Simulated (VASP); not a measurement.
## Mo: single point with PBE

The system is Mo.

```
Mo
1.0
     0.00000    2.32984    2.32984
     2.32984    0.00000    2.32984
     2.32984    2.32984    0.00000
Mo
2
Direct
  0.87500 0.87500 0.87500
  0.12500 0.12500 0.12500
```

This isn't the form of Mo at room conditions, which is bcc.

```yaml
Program: VASP 6.6.1
Task: single point
Functional: PBE
Potentials_or_basis: VASP PAW PBE potentials, release 64 (Mo_sv)
Cutoff: 520 eV
k_mesh: 14 × 14 × 14
Occupations: fermi-dirac, width 0.05 eV
Spin: no spin polarisation
Dipole_correction: no
Further_INCAR_settings: ALGO = Normal; EDIFF = 1e-06; NBANDS = 21
```

- Pressure: 230.6 GPa
- Band gap on the k mesh: zero (bands 14 and 15 overlap by 1.51 eV)

Levels at points of the mesh, in eV from the Fermi level:
| k point | band 12 | band 13 | band 14 | band 15 | band 16 | band 17 |
| --- | --- | --- | --- | --- | --- | --- |
| (0.00, 0.00, 0.00) | -2.73 | -2.73 | -2.73 | 2.47 | 2.47 | 2.47 |
| (0.50, 0.00, 0.00) | -4.20 | -4.20 | -2.97 | 1.83 | 4.21 | 4.21 |
| (0.50, 0.50, 0.00) | -4.24 | -0.96 | -0.96 | 2.52 | 2.52 | 6.56 |

Run time: 100 s on 1 thread of Intel Xeon 8259CL, on a shared host, peak memory 0.18 GiB.

Caveat: atoms lie so close that the PAW spheres overlap strongly, which falsifies energies and pressures; the cell stands under pressure.
